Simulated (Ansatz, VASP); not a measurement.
# Two plane-wave programs on HC12

```
CELL_PARAMETERS angstrom
5.05093 0.00000 0.00000
0.00000 5.05093 0.00000
0.00000 0.00000 22.37549
ATOMIC_POSITIONS crystal
C 0.00000 0.25000 0.17877
C 0.00000 0.75000 0.17877
C 0.50000 0.25000 0.17877
C 0.50000 0.75000 0.17877
C 0.00000 0.00000 0.21867
C 0.00000 0.50000 0.21867
C 0.50000 0.00000 0.21867
C 0.50000 0.50000 0.21867
C 0.25000 0.00000 0.25858
C 0.25000 0.50000 0.25858
C 0.75000 0.00000 0.25858
C 0.75000 0.50000 0.25858
C 0.25000 0.25000 0.29760
C 0.25000 0.75000 0.29760
C 0.75000 0.25000 0.29760
C 0.75000 0.75000 0.29760
C 0.00000 0.25000 0.33949
C 0.00000 0.75000 0.33949
C 0.50000 0.25000 0.33949
C 0.50000 0.75000 0.33949
C 0.00000 0.00000 0.37432
C 0.00000 0.50000 0.37432
C 0.50000 0.00000 0.37432
C 0.50000 0.50000 0.37432
H 0.85201 0.37500 0.42303
H 0.14799 0.37500 0.42303
```

Alike in both runs: task single point; functional PBE; k mesh 5 × 5 × 1; occupations gaussian, width 0.05 eV; no spin polarisation.

|  | VASP | Ansatz |
| --- | --- | --- |
| version | VASP 6.6.1 | Ansatz 0.2.0 |
| potentials or method | VASP PAW PBE potentials, release 64 (C, H), cutoff 520 eV | scalar-relativistic, plane waves, PAW |
| valence electrons in the cell | 98 | 98 |

|  | VASP | Ansatz | Ansatz less VASP |
| --- | --- | --- | --- |
| gap on the k mesh at the Fermi level (eV) | none | none | - |
| rms of the force components (eV/Å) | 1.216 | 1.217 | +0.0008 |

Atom by atom the forces differ by 0.013 eV/Å (rms over components). A gap of «none» marks a metal or a gap that the smearing closes.
